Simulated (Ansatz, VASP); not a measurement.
**Al in VASP and in Ansatz**

```
Al
1.0
     0.00000    3.12159    3.12159
     3.12159    0.00000    3.12159
     3.12159    3.12159    0.00000
Al
2
Direct
  0.12500 0.12500 0.12500
  0.87500 0.87500 0.87500
```

Alike in both runs: task single point; functional revPBE; k mesh 10 × 10 × 10; occupations fermi-dirac, width 0.1 eV; no spin polarisation.

|  | VASP | Ansatz |
| --- | --- | --- |
| version | VASP 6.6.1 | Ansatz 0.2.0 |
| potentials or method | VASP PAW PBE potentials, release 64 (Al), cutoff 520 eV | plane waves (420 eV) with PAW, scalar-relativistic |
| valence electrons in the cell | 6 | 6 |

VASP gave:

* pressure (GPa): -2.4

Problem. What did Ansatz give for the same quantities?

Solution. Pressure (GPa): -2.3.

VASP's potentials were made for PBE, not for revPBE.
